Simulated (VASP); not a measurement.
Runs of VASP 6.6.1 on W2C. The structure is that of space group P-3m1 (No. 164), or close to it. The cells are those of the table. 

```tsv
cell	gap on the mesh (eV)	pressure (GPa)	largest force (eV/Å)
a = 3.029, b = 3.029, c = 4.615 Å, angles 90.0, 90.0, 120.0°, 3 atoms	none	13.8	0.43
a = 3.130, b = 3.130, c = 4.770 Å, angles 90.0, 90.0, 120.0°, 3 atoms	none	(b)	0.41
a = 3.090, b = 3.090, c = 4.709 Å, angles 90.0, 90.0, 120.0°, 3 atoms	none	-7.3	(c)
a = 3.049, b = 3.049, c = 4.647 Å, angles 90.0, 90.0, 120.0°, 3 atoms	none	(a)	0.23
```

Alike in all rows: task single point; level PBE; potentials or basis VASP PAW PBE potentials, release 64 (W_sv, C); no spin polarisation; k mesh 10 × 10 × 6; cutoff (eV) 600; smearing fermi-dirac 0.05 eV.

Estimate the missing entries.

(a) 6.0; (b) -18.1; (c) 0.12.

Caveats: spin-orbit coupling is left out, which moves the levels of the heavy elements.

A k mesh can miss the band edges, and the runs leave out spin-orbit coupling on W.

A gap of «none» marks levels without a gap at the run's occupations.
